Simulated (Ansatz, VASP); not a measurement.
# Two plane-wave programs on SrVO3

```
Sr V O
1.0
     3.81988    0.00000    0.00000
     0.00000    3.81988    0.00000
     0.00000    0.00000    3.81988
Sr V O
1 1 3
Direct
  0.50000 0.50000 0.50000
  0.00000 0.00000 0.00000
  0.50000 0.00000 0.00000
  0.00000 0.50000 0.00000
  0.00000 0.00000 0.50000
```

Alike in both runs: task single point; functional PBE; k mesh 10 × 10 × 10; occupations gaussian, width 0.1 eV; collinear spin.

|  | VASP | Ansatz |
| --- | --- | --- |
| version | VASP 6.6.1 | Ansatz 0.2.0 |
| potentials or method | VASP PAW PBE potentials, release 64 (Sr_sv, V_sv, O), cutoff 520 eV | scalar-relativistic, plane waves, PAW |
| valence electrons in the cell | 41 | 41 |

VASP gave:

* gap on the k mesh at the Fermi level (eV): none
* pressure (GPa): 6.9
* net moment per atom (μB): 0.06
* size of the moment on the site where the two differ most (μB): 0.29

Q: Which values does Ansatz return?

A: gap on the k mesh at the Fermi level (eV): none; pressure (GPa): 5.9; net moment per atom (μB): 0.06; size of the moment on the site where the two differ most (μB): 0.23.

Site moments also hang on the region over which each program counts them. A gap of «none» marks a metal or a gap that the smearing closes. The functional is the same, so the differences come from potentials, cutoffs and numerics.
